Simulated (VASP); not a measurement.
# NaF (m.bB) (Fm-3m) in VASP: single point with PBE

Aim: the single point of NaF (m.bB) with PBE.

Program: VASP 6.6.1. These are calculated values, not measurements. Logs are shortened: lines on timing, memory, paths and dates and some standing lists are left out, and cuts for length are marked.

### 1 The cell of the first run

The structure is cubic, space group Fm-3m (No. 225). The conventional cell has a = 4.701 Å, b = 4.701 Å, c = 4.701 Å, α = 90.00°, β = 90.00°, γ = 90.00°. Na (site symmetry m-3m) has 6 F at 2.35 Å within 3.1 Å. F (site symmetry m-3m) has 6 Na at 2.35 Å within 3.1 Å.

### 2 Single point, PBE

Contents of INCAR:

```
ALGO     = Normal         # electronic algorithm
EDIFF    = 1E-6           # SCF threshold, eV
ENCUT    = 600            # plane-wave cutoff, eV
GGA      = PE             # functional
GGA_COMPAT= F            
ISIF     = 2              # what is computed and relaxed
ISMEAR   = 0              # smearing method
LASPH    = T              # aspherical terms in the spheres
LCHARG   = F              # write CHGCAR
LREAL    = F              # projectors in reciprocal space
LWAVE    = F              # write WAVECAR
NBANDS   = 14             # bands
NELM     = 120            # most SCF steps
PREC     = Accurate       # precision mode
SIGMA    = 0.02           # smearing width, eV
```

Contents of KPOINTS:

```
k-points
0
Gamma
  8 8 8
```

Contents of POSCAR:

```
NaF
1.0
    0.0000000000      2.3505459842      2.3505459842
    2.3505459842      0.0000000000      2.3505459842
    2.3505459842      2.3505459842      0.0000000000
Na F
1 1
Direct
    0.0000000000      0.0000000000      0.0000000000
    0.5000000000      0.5000000000      0.5000000000
```

Potentials or basis: VASP PAW PBE potentials, release 64 (Na_pv, F).

Command:

```bash
> cat potpaw_PBE.64/Na_pv/POTCAR potpaw_PBE.64/F/POTCAR > POTCAR
> mpirun -np 1 vasp_std > vasp.out
```

OUTCAR:

```text
EDIFF = 1E-6
   ENCUT = 600
   GGA = PE
   ISIF = 2
   ISMEAR = 0
   LASPH = T
   LREAL = F
   NELM = 120
   PREC = Accurate

 ion  position               nearest neighbor table
   1  0.000  0.000  0.000-
   2  0.500  0.500  0.500-

  LATTYP: Found a face centered cubic cell.
 ALAT       =     4.7010919684

  Lattice vectors:

 A1 = (   0.0000000000,   2.3505459842,   2.3505459842)
 A2 = (   2.3505459842,   0.0000000000,   2.3505459842)
 A3 = (   2.3505459842,   2.3505459842,   0.0000000000)

Analysis of symmetry for initial positions (statically):
=====================================================================
 Subroutine PRICEL returns:
 Original cell was already a primitive cell.

 Routine SETGRP: Setting up the symmetry group for a
 face centered cubic supercell.

 Subroutine GETGRP returns: Found 48 space group operations
 (whereof 48 operations were pure point group operations)
 out of a pool of 48 trial point group operations.

The static configuration has the point symmetry O_h .

Analysis of symmetry for dynamics (positions and initial velocities):
=====================================================================
 Subroutine PRICEL returns:
 Original cell was already a primitive cell.

 Routine SETGRP: Setting up the symmetry group for a
 face centered cubic supercell.

 Subroutine GETGRP returns: Found 48 space group operations
 (whereof 48 operations were pure point group operations)
 out of a pool of 48 trial point group operations.

The dynamic configuration has the point symmetry O_h .

 Subroutine INISYM returns: Found 48 space group operations
 (whereof 48 operations are pure point group operations),
 and found     1 'primitive' translations

----------------------------------------------------------------------------------------

                                     Primitive cell

  volume of cell :      25.9738

  direct lattice vectors                    reciprocal lattice vectors
     0.000000000  2.350545984  2.350545984    -0.212716536  0.212716536  0.212716536
     2.350545984  0.000000000  2.350545984     0.212716536 -0.212716536  0.212716536
     2.350545984  2.350545984  0.000000000     0.212716536  0.212716536 -0.212716536

  length of vectors
     3.324174010  3.324174010  3.324174010     0.368435848  0.368435848  0.368435848

  position of ions in fractional coordinates (direct lattice)
     0.000000000  0.000000000  0.000000000
     0.500000000  0.500000000  0.500000000

  ion indices of the primitive-cell ions
   primitive index   ion index
                 1           1
                 2           2

----------------------------------------------------------------------------------------

 KPOINTS: k-points

Automatic generation of k-mesh.
 Grid dimensions read from file:
 generate k-points for:    8    8    8

 Generating k-lattice:

  Cartesian coordinates                     Fractional coordinates (reciprocal lattice)
    -0.026589567  0.026589567  0.026589567     0.125000000  0.000000000  0.000000000
     0.026589567 -0.026589567  0.026589567     0.000000000  0.125000000  0.000000000
     0.026589567  0.026589567 -0.026589567     0.000000000  0.000000000  0.125000000

  Length of vectors
     0.046054481  0.046054481  0.046054481

  Shift w.r.t. Gamma in fractional coordinates (k-lattice)
     0.000000000  0.000000000  0.000000000

 Subroutine IBZKPT returns following result:
 ===========================================

 Found     29 irreducible k-points:

 Following reciprocal coordinates:
            Coordinates               Weight
  0.000000  0.000000  0.000000      1.000000
  0.125000  0.000000  0.000000      8.000000
  0.250000  0.000000  0.000000      8.000000
  0.375000  0.000000  0.000000      8.000000
  0.500000  0.000000  0.000000      4.000000
  0.125000  0.125000  0.000000      6.000000
[... 16 lines left out ...]
  0.500000  0.250000  0.125000     48.000000
 -0.375000  0.250000  0.125000     24.000000
 [... further k-points ...]
   k-points           NKPTS =     29   k-points in BZ     NKDIM =     29   number of bands    NBANDS=     14
   number of dos      NEDOS =    301   number of ions     NIONS =      2
   total plane-waves  NPLWV =  21952
   dimension x,y,z NGX =    28 NGY =   28 NGZ =   28
   dimension x,y,z NGXF=    56 NGYF=   56 NGZF=   56
   ions per type =               1   1
   NGX,Y,Z   is equivalent  to a cutoff of  14.00, 14.00, 14.00 a.u.
   NGXF,Y,Z  is equivalent  to a cutoff of  28.01, 28.01, 28.01 a.u.
 SYSTEM =  unknown system
   PREC   = accura    normal or accurate (medium, high low for compatibility)
   ISTART =      0    job   : 0-new  1-cont  2-samecut
   ICHARG =      2    charge: 1-file 2-atom 10-const
   ISPIN  =      1    spin polarized calculation?
   LNONCOLLINEAR =      F non collinear calculations
   LSORBIT =      F    spin-orbit coupling
   LASPH  =      T    aspherical Exc in radial PAW
   ENCUT  =  600.0 eV  44.10 Ry    6.64 a.u.   6.64  6.64  6.64*2*pi/ulx,y,z
   NELM   =    120;   NELMIN=  2; NELMDL= -5     # of ELM steps
   EDIFF  = 0.1E-05   stopping-criterion for ELM
   LREAL  =      F    real-space projection
   EDIFFG = 0.1E-04   stopping-criterion for IOM
   NSW    =      0    number of steps for IOM
   IBRION =     -1    ionic relax: 0-MD 1-quasi-New 2-CG
   NFREE  =      0    steps in history (QN), initial steepest desc. (CG)
   ISIF   =      2    stress and relaxation
   ISYM   =      2    0-nonsym 1-usesym 2-fastsym
   POTIM  = 0.5000    time-step for ionic-motion
   TEBEG  =    0.0;   TEEND  =   0.0 temperature during run
   PSTRESS=    0.0 pullay stress
   NELECT =      14.0000    total number of electrons
   NUPDOWN=      -1.0000    fix difference up-down
   EMIN   =  10.00;   EMAX   =-10.00  energy-range for DOS
   EFERMI =   0.00;   METHOD = LEGACY
   ISMEAR =     0;   SIGMA  =   0.02  broadening in eV -4-tet -1-fermi 0-gaus
   EFERMI_NEDOS =   21; number of points for ismear=-14 and -15
   IALGO  =     38    algorithm
   IMIX   =      4    mixing-type and parameters
     AMIX     =   0.40;   BMIX     =  1.00
     AMIX_MAG =   1.60;   BMIX_MAG =  1.00
  volume/ion in A,a.u.               =      12.99        87.64
  Fermi-wavevector in a.u.,A,eV,Ry     =   1.332310  2.517702 24.151036  1.775051
  Thomas-Fermi vector in A             =   2.461255
   LORBIT       =      0    0 simple, 1 ext, 2 COOP (PROOUT), +10 PAW based schemes
   GGA     = PE    functional components
   LHFCALC =     F    Hartree Fock is set to
   AEXX    =    0.0000 exact exchange contribution
   IVDW    =     0    specifies the selected vdW correction
   LEPSILON=     F    determine dielectric tensor
   LRPA    =     F    only Hartree local field effects (RPA)
 non-spin polarized calculation
 Gauss-broadening in eV      SIGMA  =   0.02
  energy-cutoff  :      600.00
  volume of cell :       25.97
 maximum number of plane-waves:       893
   NGX = 13   NGY = 13   NGZ = 13

 number of electron      14.0000002 magnetization

 Free energy of the ion-electron system (eV)
  ---------------------------------------------------
  ext. energy  EPLUGINS =         0.00000000
  ---------------------------------------------------
  free energy    TOTEN  =        -8.57122351 eV

  energy without entropy =       -8.57122351  energy(sigma->0) =       -8.57122351

 E-fermi :  -2.0947     XC(G=0):  -8.9510

 val. band max:       -2.2681710078   @ k =   0.0000   0.0000   0.0000
 cond. band min:       3.8062965227   @ k =   0.0000   0.0000   0.0000
 fundamental gap:      6.0744675304
 Fermi energy:        -2.0946913669

 k-point     1 :       0.0000    0.0000    0.0000
  band No.  band energies     occupation
      1     -21.3720      2.00000
      2     -21.3441      2.00000
      3     -21.3441      2.00000
      4     -21.3441      2.00000
      5      -2.2682      2.00000
      6      -2.2682      2.00000
      7      -2.2682      2.00000
      8       3.8063      0.00000
      9      16.4011      0.00000
     10      16.4011      0.00000
     11      16.4011      0.00000
     12      19.1794      0.00000
     13      21.3052      0.00000
     14      21.3052      0.00000

 k-point     2 :       0.1250    0.0000    0.0000
  band No.  band energies     occupation
      1     -21.6334      2.00000
      2     -21.3457      2.00000
      3     -21.3457      2.00000
      4     -21.0647      2.00000
      5      -2.5473      2.00000
      6      -2.3030      2.00000
      7      -2.3030      2.00000
      8       4.3362      0.00000
      9      14.6899      0.00000
     10      16.6205      0.00000
     11      16.6205      0.00000
     12      20.6912      0.00000
     13      20.6912      0.00000
     14      20.9649      0.00000

 k-point     3 :       0.2500    0.0000    0.0000
  band No.  band energies     occupation
      1     -21.8536      2.00000
      2     -21.3495      2.00000
      3     -21.3495      2.00000
      4     -20.8007      2.00000
      5      -3.1139      2.00000
      6      -2.3861      2.00000
      7      -2.3861      2.00000
      8       5.6238      0.00000
      9      12.6025      0.00000
     10      17.0900      0.00000
     11      17.0901      0.00000
     12      20.0161      0.00000
     13      20.0162      0.00000
     14      21.4358      0.00000
[... 324 lines left out ...]
 k-point    23 :       0.5000    0.2500    0.1250
  band No.  band energies     occupation
      1     -21.8839      2.00000
      2     -21.3882      2.00000
      3     -21.3648      2.00000
      4     -20.6999      2.00000
      5      -3.4333      2.00000
      6      -2.7382      2.00000
      7      -2.5448      2.00000
      8       8.0787      0.00000
      9      11.0482      0.00000
     10      14.6801      0.00000
     11      16.5126      0.00000
     12      18.8493      0.00000
     13      20.8343      0.00000
     14      24.7600      0.00000

 k-point    24 :      -0.3750    0.2500    0.1250
  band No.  band energies     occupation
      1     -21.8995      2.00000
      2     -21.3909      2.00000
      3     -21.3708      2.00000
      4     -20.6700      2.00000
      5      -3.5014      2.00000
      6      -2.8098      2.00000
      7      -2.5810      2.00000
      8       9.2378      0.00000
      9      10.1042      0.00000
     10      14.4055      0.00000
     11      16.2072      0.00000
     12      19.4075      0.00000
     13      20.4299      0.00000
     14      25.0429      0.00000

 [... further k-points ...]

------------------------ aborting loop because EDIFF is reached ----------------------------------------

  FORCE on cell =-STRESS in cart. coord.  units (eV):
  Direction    XX          YY          ZZ          XY          YZ          ZX
  --------------------------------------------------------------------------------------
  -------------------------------------------------------------------------------------
  Total       -0.0411490     -0.0411490     -0.0411490      0.0000000      0.0000000     -0.0000000
  in kB       -2.5382474     -2.5382474     -2.5382474      0.0000000      0.0000000     -0.0000000
  external PRESSURE =      -2.5382474 kB  Pullay stress =       0.0000000 kB

 VOLUME and BASIS-vectors are now :
 -----------------------------------------------------------------------------
  energy-cutoff  :      600.00
  volume of cell :       25.97
      direct lattice vectors                 reciprocal lattice vectors
     0.000000000  2.350545984  2.350545984    -0.212716536  0.212716536  0.212716536
     2.350545984  0.000000000  2.350545984     0.212716536 -0.212716536  0.212716536
     2.350545984  2.350545984  0.000000000     0.212716536  0.212716536 -0.212716536

 POSITION                                       TOTAL-FORCE (eV/Angst)
 -----------------------------------------------------------------------------------
      0.00000      0.00000      0.00000         0.000000      0.000000      0.000000
      2.35055      2.35055      2.35055        -0.000000     -0.000000     -0.000000
 -----------------------------------------------------------------------------------
    total drift:                                0.000000      0.000000      0.000000

  FREE ENERGIE OF THE ION-ELECTRON SYSTEM (eV)
  ---------------------------------------------------
  free  energy   TOTEN  =        -8.5712235131 eV

  energy  without entropy=       -8.5712235131  energy(sigma->0) =       -8.57122351
```

Run time: 20 s. Hardware: 1 thread of Intel Xeon 8259CL, shared host; peak memory 0.15 GiB.

What came out:

| Item | Value |
| --- | --- |
| Free energy | -8.5712 eV |
| Pressure | -0.3 GPa |
| Band gap on the k mesh | 6.07 eV, direct |

As with any semilocal functional, this PBE gap is likely too small.
